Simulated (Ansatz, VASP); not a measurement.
# TiB in VASP and in Ansatz

Contents of POSCAR:

```
TiB
1.0
    0.0000000000      1.9902105663      1.9902105663
    1.9902105663      0.0000000000      1.9902105663
    1.9902105663      1.9902105663      0.0000000000
Ti B
1 1
Direct
    0.2500000000      0.2500000000      0.2500000000
    0.0000000000      0.0000000000      0.0000000000
```

INCAR.step1

```
PREC = Accurate ; ENCUT = 520
ISMEAR = -1 ; SIGMA = 0.05
LREAL = F ; LASPH = T
NELM = 60 ; NBANDS = 14
GGA = PE ; ALGO = Normal
EDIFF = 1E-4 ; LWAVE = T
LCHARG = F
```

File INCAR.step2:

```
PREC = Accurate ; ENCUT = 520
EDIFF = 1E-8 ; ISMEAR = -1
SIGMA = 0.05 ; LREAL = F
LASPH = T ; NELM = 60
ALGO = Normal ; ISIF = 2
LWAVE = F ; LCHARG = F
METAGGA = R2SCAN ; LMIXTAU = T
LEFG = T ; NBANDS = 14
ISTART = 1
```

File KPOINTS:

```
Automatic mesh
0
Gamma
  15 15 15
```

Input for Ansatz:

```yaml
crystal:
  lattice:
    - [0.0, 1.9902105663, 1.9902105663]
    - [1.9902105663, 0.0, 1.9902105663]
    - [1.9902105663, 1.9902105663, 0.0]
  atoms:
    - { symbol: Ti, position: [0.25, 0.25, 0.25] }
    - { symbol: B, position: [0.0, 0.0, 0.0] }
kpoints:
  mp_grid: { grid: [15, 15, 15] }
  band_path:
    path:
      - [0.0, 0.0, 0.0]
      - [-0.5, -0.5, 0.0]
      - [-0.375, -0.375, 0.25]
      - [-0.375, 0.0, 0.375]
      - [0.0, 0.0, 0.0]
      - [0.0, 0.0, 0.5]
      - [-0.5, -0.25, 0.25]
      - [-0.5, -0.5, 0.0]
    npoints: 6
scf:
  occupations: { method: fermi_dirac, width: 0.05 }
hamiltonian:
  xc: r2scan
  pseudopotentials: { kind: paw }
output:
  forces: true
  stress: true
  eigenvalues: true
  efg: { contact_densities: true }
  populations: true
```

Change from the starting cell: volume scaled by 0.85, PAW files.

Alike in both runs: task electric field gradients; functional r2SCAN; k mesh 15 × 15 × 15; occupations fermi-dirac, width 0.05 eV; no spin polarisation.

|  | VASP | Ansatz |
| --- | --- | --- |
| version | VASP 6.6.1 | Ansatz 0.2.0 |
| potentials or method | VASP PAW PBE potentials, release 64 (Ti_sv, B) | PAW with Ansatz's default frozen-core files, scalar-relativistic |
| plane-wave cutoff (eV) | 520 | 500 |
| valence electrons in the cell | 15 | 15 |

VASP gave:

| Item | Value |
| --- | --- |
| pressure (GPa) | 210.5 |

Problem. What did Ansatz give for the same quantities?

Solution. Pressure (GPa): 208.8.

VASP's potentials were made for PBE, not for r2SCAN. Both programs put the cell under a high pressure, so it lies far from rest at this level.

Noted on VASP's run: the cell as given lies far from equilibrium.
